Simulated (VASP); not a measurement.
# Si (P6_3/mmc) in VASP: notebook, part 2 of 2

VASP 6.6.1. The steps go on from the part before.

### 4 Single point, PBE

This run uses another cell than the first one, of the same volume but with other edges.

File INCAR:

```
PREC = Accurate
ENCUT = 520
EDIFF = 1E-7
ISMEAR = 0
SIGMA = 0.05
LREAL = False
LASPH = True
NELM = 60
ALGO = Normal
ISIF = 2
LWAVE = False
LCHARG = True
GGA = PE
LELF = True
LVHAR = True
NBANDS = 16
```

File KPOINTS:

```
regular mesh
0
Gamma
  12 12 6
```

File POSCAR:

```
Si
1.0
    3.7261315656      0.0000000000      0.0000000000
   -1.8630657828      3.2269245936      0.0000000000
    0.0000000000      0.0000000000      6.7986996546
Si
4
Direct
    0.3333333333      0.6666666667      0.0393645135
    0.6666666667      0.3333333333      0.5393645135
    0.3333333333      0.6666666667      0.4606354865
    0.6666666667      0.3333333333      0.9606354865
```

Potentials or basis: VASP PAW PBE potentials, release 64 (Si).

Command:

```console
cat potpaw_PBE.64/Si/POTCAR > POTCAR
mpirun -np 1 vasp_std > vasp.out
```

OUTCAR:

```text
PREC = Accurate
   ENCUT = 520
   EDIFF = 1E-7
   ISMEAR = 0
   LREAL = False
   LASPH = True
   NELM = 60
   ISIF = 2
   GGA = PE

 ion  position               nearest neighbor table
   1  0.333  0.667  0.039-   4 2.22   4 2.22   4 2.22   3 2.86
   2  0.667  0.333  0.539-   3 2.22   3 2.22   3 2.22   4 2.86
   3  0.333  0.667  0.461-   2 2.22   2 2.22   2 2.22   1 2.86
   4  0.667  0.333  0.961-   1 2.22   1 2.22   1 2.22   2 2.86

  LATTYP: Found a hexagonal cell.
 ALAT       =     3.7261315656
 C/A-ratio  =     1.8246000000

  Lattice vectors:

 A1 = (   3.7261315656,   0.0000000000,   0.0000000000)
 A2 = (  -1.8630657828,   3.2269245936,   0.0000000000)
 A3 = (   0.0000000000,   0.0000000000,   6.7986996546)

Analysis of symmetry for initial positions (statically):
=====================================================================
 Subroutine PRICEL returns:
 Original cell was already a primitive cell.

 Routine SETGRP: Setting up the symmetry group for a
 hexagonal supercell.

 Subroutine GETGRP returns: Found 24 space group operations
 (whereof 12 operations were pure point group operations)
 out of a pool of 24 trial point group operations.

The static configuration has the point symmetry D_3d.
 The point group associated with its full space group is D_6h.

Analysis of symmetry for dynamics (positions and initial velocities):
=====================================================================
 Subroutine PRICEL returns:
 Original cell was already a primitive cell.

 Routine SETGRP: Setting up the symmetry group for a
 hexagonal supercell.

 Subroutine GETGRP returns: Found 24 space group operations
 (whereof 12 operations were pure point group operations)
 out of a pool of 24 trial point group operations.

The dynamic configuration has the point symmetry D_3d.
 The point group associated with its full space group is D_6h.

 Subroutine INISYM returns: Found 24 space group operations
[... 123 lines left out ...]
  Fermi-wavevector in a.u.,A,eV,Ry     =   0.950511  1.796206 12.292475  0.903471
  Thomas-Fermi vector in A             =   2.078895
   LORBIT       =      0    0 simple, 1 ext, 2 COOP (PROOUT), +10 PAW based schemes
   GGA     = PE    functional components
   LHFCALC =     F    Hartree Fock is set to
   AEXX    =    0.0000 exact exchange contribution
   IVDW    =     0    specifies the selected vdW correction
   LEPSILON=     F    determine dielectric tensor
   LRPA    =     F    only Hartree local field effects (RPA)
 non-spin polarized calculation
 Gauss-broadening in eV      SIGMA  =   0.05
  energy-cutoff  :      520.00
  volume of cell :       81.75
 maximum number of plane-waves:      2222
 NGX is ok and might be reduce to    28

 number of electron      16.0000001 magnetization

 Free energy of the ion-electron system (eV)
  ---------------------------------------------------
  ext. energy  EPLUGINS =         0.00000000
  ---------------------------------------------------
  free energy    TOTEN  =       -20.21337740 eV

  energy without entropy =      -20.21238671  energy(sigma->0) =      -20.21288205

 E-fermi :   6.3186     XC(G=0):  -9.3056

 val. band max:        6.2787548202   @ k =   0.5000   0.0000   0.0000
 cond. band min:       6.3289067841   @ k =   0.1667   0.0833   0.0000
 fundamental gap:      0.0501519639
 Fermi energy:         6.3186442481

 k-point     1 :       0.0000    0.0000    0.0000
  band No.  band energies     occupation
      1      -6.5015      2.00000
      2      -5.2339      2.00000
      3      -0.2186      2.00000
      4       4.2728      2.00000
      5       4.2728      2.00000
      6       4.9935      2.00000
[... 433 lines left out ...]
      3      -0.6543      2.00000
      4       0.4526      2.00000
      5       1.5527      2.00000
      6       2.9988      2.00000
[... 8 lines left out ...]
     15      12.9035      0.00000
     16      13.0271      0.00000

 [... further k-points ...]

------------------------ aborting loop because EDIFF is reached ----------------------------------------

  FORCE on cell =-STRESS in cart. coord.  units (eV):
  Direction    XX          YY          ZZ          XY          YZ          ZX
  --------------------------------------------------------------------------------------
  -------------------------------------------------------------------------------------
  Total        8.0720138      8.0720138     -4.2378074      0.0000000     -0.0000000      0.0000000
  in kB      158.2047865    158.2047865    -83.0575161      0.0000000     -0.0000000      0.0000000
  external PRESSURE =      77.7840189 kB  Pullay stress =       0.0000000 kB

 VOLUME and BASIS-vectors are now :
 -----------------------------------------------------------------------------
  energy-cutoff  :      520.00
  volume of cell :       81.75
      direct lattice vectors                 reciprocal lattice vectors
     3.726131566  0.000000000  0.000000000     0.268374850  0.154946292  0.000000000
    -1.863065783  3.226924594  0.000000000     0.000000000  0.309892584  0.000000000
     0.000000000  0.000000000  6.798699655     0.000000000  0.000000000  0.147086951

 POSITION                                       TOTAL-FORCE (eV/Angst)
 -----------------------------------------------------------------------------------
     -0.00000      2.15128      0.26763        -0.000000     -0.000000      2.213090
      1.86307      1.07564      3.66698         0.000000      0.000000      2.213090
     -0.00000      2.15128      3.13172        -0.000000     -0.000000     -2.213090
      1.86307      1.07564      6.53107         0.000000      0.000000     -2.213090
 -----------------------------------------------------------------------------------
    total drift:                               -0.000000      0.000000     -0.000000

  FREE ENERGIE OF THE ION-ELECTRON SYSTEM (eV)
  ---------------------------------------------------
  free  energy   TOTEN  =       -20.2133773983 eV

  energy  without entropy=      -20.2123867110  energy(sigma->0) =      -20.21288205
```

It took 2.1 min on 1 thread of Intel Xeon 8259CL, shared host; peak memory 0.23 GiB.

Results:

```yaml
Free_energy: -20.2134 eV
Pressure: 7.8 GPa
Largest_force: 2.213 eV/Å
Band_gap_on_the_k_mesh: zero (bands 8 and 9 overlap by 0.05 eV)
```

Forces on the atoms (eV/Å):
```
Si   0.000  0.000  2.213
Si   0.000  0.000  2.213
Si   0.000  0.000 -2.213
Si   0.000  0.000 -2.213
```

Caveat: the cell stands under pressure; semilocal functionals underestimate gaps, so a narrow gap can read as zero; forces of over 1 eV/Å act on the atoms, so gaps and moduli don't describe the material at rest.

### 5 Single point, PBE

This run uses another cell than the first one, of the same volume but with other edges.

File INCAR:

```
SYSTEM = Si
PREC = Accurate ; ENCUT = 520
EDIFF = 1E-6 ; ISMEAR = 0
SIGMA = 0.05 ; LREAL = .FALSE.
LASPH = .TRUE. ; NELM = 60
ALGO = Normal ; ISIF = 2
LWAVE = .FALSE. ; LCHARG = .FALSE.
GGA = PE ; NBANDS = 16
```

File KPOINTS:

```
Automatic mesh
0
G
  12 12 6
  0 0 0
```

File POSCAR:

```
Si
1.0
    3.9202120069      0.0000000000      0.0000000000
   -1.9601060035      3.3950031862      0.0000000000
    0.0000000000      0.0000000000      6.1421881724
Si
4
Direct
    0.3333333333      0.6666666667      0.0487915372
    0.6666666667      0.3333333333      0.5487915372
    0.3333333333      0.6666666667      0.4512084628
    0.6666666667      0.3333333333      0.9512084628
```

Potentials or basis: VASP PAW PBE potentials, release 64 (Si).

Command:

```console
cat potpaw_PBE.64/Si/POTCAR > POTCAR
mpirun -np 1 vasp_std > vasp.out
```

OUTCAR:

```text
SYSTEM = Si
   PREC = Accurate
   ENCUT = 520
   EDIFF = 1E-6
   ISMEAR = 0
   LREAL = .FALSE.
   LASPH = .TRUE.
   NELM = 60
   ISIF = 2
   GGA = PE

 ion  position               nearest neighbor table
   1  0.333  0.667  0.049-   4 2.34   4 2.34   4 2.34   3 2.47
   2  0.667  0.333  0.549-   3 2.34   3 2.34   3 2.34   4 2.47
   3  0.333  0.667  0.451-   2 2.34   2 2.34   2 2.34   1 2.47
   4  0.667  0.333  0.951-   1 2.34   1 2.34   1 2.34   2 2.47

  LATTYP: Found a hexagonal cell.
 ALAT       =     3.9202120069
 C/A-ratio  =     1.5668000000

  Lattice vectors:

 A1 = (   3.9202120069,   0.0000000000,   0.0000000000)
 A2 = (  -1.9601060035,   3.3950031862,   0.0000000000)
 A3 = (   0.0000000000,   0.0000000000,   6.1421881724)

Analysis of symmetry for initial positions (statically):
=====================================================================
 Subroutine PRICEL returns:
 Original cell was already a primitive cell.

 Routine SETGRP: Setting up the symmetry group for a
 hexagonal supercell.

 Subroutine GETGRP returns: Found 24 space group operations
 (whereof 12 operations were pure point group operations)
 out of a pool of 24 trial point group operations.

The static configuration has the point symmetry D_3d.
 The point group associated with its full space group is D_6h.

Analysis of symmetry for dynamics (positions and initial velocities):
=====================================================================
 Subroutine PRICEL returns:
 Original cell was already a primitive cell.

 Routine SETGRP: Setting up the symmetry group for a
 hexagonal supercell.

 Subroutine GETGRP returns: Found 24 space group operations
 (whereof 12 operations were pure point group operations)
 out of a pool of 24 trial point group operations.

The dynamic configuration has the point symmetry D_3d.
 The point group associated with its full space group is D_6h.

[... 117 lines left out ...]
   ISMEAR =     0;   SIGMA  =   0.05  broadening in eV -4-tet -1-fermi 0-gaus
   EFERMI_NEDOS =   21; number of points for ismear=-14 and -15
   IALGO  =     38    algorithm
   IMIX   =      4    mixing-type and parameters
     AMIX     =   0.40;   BMIX     =  1.00
     AMIX_MAG =   1.60;   BMIX_MAG =  1.00
  volume/ion in A,a.u.               =      20.44       137.91
  Fermi-wavevector in a.u.,A,eV,Ry     =   0.950511  1.796206 12.292475  0.903471
  Thomas-Fermi vector in A             =   2.078895
   LORBIT       =      0    0 simple, 1 ext, 2 COOP (PROOUT), +10 PAW based schemes
   GGA     = PE    functional components
   LHFCALC =     F    Hartree Fock is set to
   AEXX    =    0.0000 exact exchange contribution
   IVDW    =     0    specifies the selected vdW correction
   LEPSILON=     F    determine dielectric tensor
   LRPA    =     F    only Hartree local field effects (RPA)
 non-spin polarized calculation
 Gauss-broadening in eV      SIGMA  =   0.05
  energy-cutoff  :      520.00
  volume of cell :       81.75
 maximum number of plane-waves:      2237
 NGX is ok and might be reduce to    30

 number of electron      16.0000000 magnetization

 Free energy of the ion-electron system (eV)
  ---------------------------------------------------
  ext. energy  EPLUGINS =         0.00000000
  ---------------------------------------------------
  free energy    TOTEN  =       -21.38696227 eV

  energy without entropy =      -21.38633452  energy(sigma->0) =      -21.38664839

 E-fermi :   5.9716     XC(G=0):  -9.3276

 val. band max:        5.9615555823   @ k =   0.4167  -0.0000   0.0000
 cond. band min:       5.9721338901   @ k =   0.5000   0.0000   0.1667
 fundamental gap:      0.0105783078
 Fermi energy:         5.9716117202

 k-point     1 :       0.0000    0.0000    0.0000
  band No.  band energies     occupation
      1      -6.2265      2.00000
      2      -3.9016      2.00000
      3      -0.6796      2.00000
      4       3.9312      2.00000
      5       3.9312      2.00000
      6       5.4576      2.00000
[... 433 lines left out ...]
      3      -1.0339      2.00000
      4       1.0572      2.00000
      5       1.4737      2.00000
      6       2.8538      2.00000
[... 8 lines left out ...]
     15      12.3882      0.00000
     16      12.7093      0.00000

 [... further k-points ...]
[... 5 lines left out ...]
  --------------------------------------------------------------------------------------
  -------------------------------------------------------------------------------------
  Total       -0.2865520     -0.2865520      0.3193197      0.0000000      0.0000000      0.0000000
  in kB       -5.6161819     -5.6161819      6.2584025      0.0000000      0.0000000      0.0000000
  external PRESSURE =      -1.6579871 kB  Pullay stress =       0.0000000 kB

 VOLUME and BASIS-vectors are now :
 -----------------------------------------------------------------------------
  energy-cutoff  :      520.00
  volume of cell :       81.75
      direct lattice vectors                 reciprocal lattice vectors
     3.920212007  0.000000000  0.000000000     0.255088245  0.147275267  0.000000000
    -1.960106003  3.395003186  0.000000000     0.000000000  0.294550534  0.000000000
     0.000000000  0.000000000  6.142188172     0.000000000  0.000000000  0.162808428

 POSITION                                       TOTAL-FORCE (eV/Angst)
 -----------------------------------------------------------------------------------
     -0.00000      2.26334      0.29969         0.000000     -0.000000      1.304307
      1.96011      1.13167      3.37078        -0.000000      0.000000      1.304307
     -0.00000      2.26334      2.77141         0.000000     -0.000000     -1.304307
      1.96011      1.13167      5.84250        -0.000000      0.000000     -1.304307
 -----------------------------------------------------------------------------------
    total drift:                               -0.000000      0.000000     -0.000000

  FREE ENERGIE OF THE ION-ELECTRON SYSTEM (eV)
  ---------------------------------------------------
  free  energy   TOTEN  =       -21.3869622701 eV

  energy  without entropy=      -21.3863345179  energy(sigma->0) =      -21.38664839
```

OSZICAR:

```text
N       E                     dE             d eps       ncg     rms          rms(c)
DAV:   1     0.259645060449E+02    0.25965E+02   -0.59219E+03  2432   0.818E+02
DAV:   2    -0.199257581657E+02   -0.45890E+02   -0.41732E+02  3296   0.120E+02
DAV:   3    -0.217088686124E+02   -0.17831E+01   -0.17684E+01  3272   0.223E+01
DAV:   4    -0.217298586544E+02   -0.20990E-01   -0.20984E-01  3056   0.309E+00
DAV:   5    -0.217302405697E+02   -0.38192E-03   -0.38189E-03  3312   0.397E-01    0.668E+00
DAV:   6    -0.214929804169E+02    0.23726E+00   -0.94007E-02  2840   0.145E+00    0.406E+00
DAV:   7    -0.213841856170E+02    0.10879E+00   -0.19705E-01  2960   0.219E+00    0.242E-01
DAV:   8    -0.213863848628E+02   -0.21992E-02   -0.15583E-02  2888   0.631E-01    0.116E-01
DAV:   9    -0.213867126693E+02   -0.32781E-03   -0.64991E-04  3400   0.147E-01    0.936E-02
DAV:  10    -0.213869468816E+02   -0.23421E-03   -0.26901E-04  2848   0.808E-02    0.152E-02
DAV:  11    -0.213869587934E+02   -0.11912E-04   -0.19083E-05  3280   0.233E-02    0.958E-03
DAV:  12    -0.213869621059E+02   -0.33126E-05   -0.35429E-06  2880   0.102E-02    0.193E-03
DAV:  13    -0.213869622701E+02   -0.16412E-06   -0.56476E-07  2456   0.385E-03
   1 F= -.21386962E+02 E0= -.21386648E+02  d E =-.627752E-03
```

stdout:

```text
POSCAR found type information on POSCAR Si
 POSCAR found :  1 types and       4 ions
 scaLAPACK will be used
 LDA part: xc-table for (Slater+PW92), standard interpolation
 POSCAR, INCAR and KPOINTS ok, starting setup
 FFT: planning ... GRIDC
 FFT: planning ... GRID_SOFT
 FFT: planning ... GRID
 WAVECAR not read
 entering main loop
```

Wall time 1.9 min (1 thread of Intel Xeon 8259CL, shared host); peak memory 0.23 GiB.

Results:

```
Free energy            : -21.3870 eV
Pressure               : -0.2 GPa
Largest force          : 1.304 eV/Å
Band gap on the k mesh : zero (bands 8 and 9 overlap by 0.42 eV)
```

Forces on the atoms (eV/Å):
```
Si   0.000  0.000  1.304
Si   0.000  0.000  1.304
Si   0.000  0.000 -1.304
Si   0.000  0.000 -1.304
```

Caveat: semilocal functionals underestimate gaps, so a narrow gap can read as zero; forces of over 1 eV/Å act on the atoms, so gaps and moduli don't describe the material at rest.

### 6 Single point, PBE

File INCAR:

```
SYSTEM = Si
  PREC = Accurate
  ENCUT = 520
  EDIFF = 1E-7
  ISMEAR = 0
  SIGMA = 0.05
  LREAL = .False.
  LASPH = .True.
  NELM = 100
  ALGO = Normal
  ISIF = 2
  LWAVE = .False.
  LCHARG = .True.
  GGA = PE
  LELF = .True.
  LVHAR = .True.
  NBANDS = 16
```

File KPOINTS:

```
regular mesh
0
Gamma
  12 12 6
  0 0 0
```

File POSCAR:

```
Si
1.0
    3.8510822046      0.0000000000      0.0000000000
   -1.9255411023      3.3351350212      0.0000000000
    0.0000000000      0.0000000000      6.3646810974
Si
4
Direct
    0.3333333333      0.6666666667      0.0393645135
    0.6666666667      0.3333333333      0.5393645135
    0.3333333333      0.6666666667      0.4606354865
    0.6666666667      0.3333333333      0.9606354865
```

Potentials or basis: VASP PAW PBE potentials, release 64 (Si).

Command:

```console
cat potpaw_PBE.64/Si/POTCAR > POTCAR
mpirun -np 1 vasp_std > vasp.out
```

Wall time 1.8 min (1 thread of Intel Xeon 8259CL, shared host); peak memory 0.23 GiB.

Results (log left out):

```
Free energy            : -20.8604 eV
Pressure               : 2.0 GPa
Largest force          : 2.100 eV/Å
Band gap on the k mesh : zero (bands 8 and 9 overlap by 0.95 eV)
```

Forces in eV/Å, atoms in the order of the input:
```
Si   0.000  0.000  2.100
Si   0.000  0.000  2.100
Si   0.000  0.000 -2.100
Si   0.000  0.000 -2.100
```

Stress tensor (GPa, compression positive):
```
 6.12  0.00  0.00
 0.00  6.12  0.00
 0.00  0.00 -6.17
```

Levels at points of the mesh, in eV from the Fermi level:
| k point | band 4 | band 5 | band 6 | band 7 | band 8 | band 9 | band 10 | band 11 | band 12 | band 13 |
| --- | --- | --- | --- | --- | --- | --- | --- | --- | --- | --- |
| (0.00, 0.00, 0.00) | -2.13 | -2.13 | -1.01 | -1.01 | 0.32 | 1.08 | 1.35 | 1.86 | 1.86 | 2.99 |
| (0.50, 0.00, 0.00) | -6.72 | -4.16 | -3.60 | -2.41 | -2.36 | -0.18 | 1.68 | 3.32 | 3.87 | 4.00 |
| (0.00, 0.00, 0.50) | -3.70 | -1.65 | -1.65 | -1.65 | -1.65 | 1.09 | 1.09 | 2.52 | 2.52 | 2.52 |
| (0.50, 0.00, 0.50) | -7.75 | -3.07 | -3.07 | -1.95 | -1.95 | 0.59 | 0.59 | 1.01 | 1.01 | 6.09 |

Caveat: forces of over 1 eV/Å act on the atoms, so gaps and moduli don't describe the material at rest.

### 7 Overview

```csv
cell,gap on the mesh (eV),pressure (GPa),largest force (eV/Å)
"a = 3.818, b = 3.818, c = 6.475 Å, angles 90.0, 90.0, 120.0°, 4 atoms, atomic positions A",none,0.8,3.58
"a = 3.920, b = 3.920, c = 6.142 Å, angles 90.0, 90.0, 120.0°, 4 atoms, atomic positions B",none,7.4,7.12
"a = 3.726, b = 3.726, c = 6.799 Å, angles 90.0, 90.0, 120.0°, 4 atoms, atomic positions C",none,7.8,2.21
"a = 3.920, b = 3.920, c = 6.142 Å, angles 90.0, 90.0, 120.0°, 4 atoms, atomic positions D",none,-0.2,1.30
"a = 3.851, b = 3.851, c = 6.365 Å, angles 90.0, 90.0, 120.0°, 4 atoms, atomic positions C",none,2.0,2.10
```

Alike in all rows: task single point; level PBE; potentials or basis VASP PAW PBE potentials, release 64 (Si); no spin polarisation; k mesh 12 × 12 × 6; cutoff (eV) 520; smearing gaussian 0.05 eV.

Caveats: forces of over 1 eV/Å act on the atoms, so gaps and moduli don't describe the material at rest; semilocal functionals underestimate gaps, so a narrow gap can read as zero (at least some runs); the cell stands under pressure (at least some runs).

Total energies depend on the potentials used, so only differences within one code and one set of settings carry meaning.
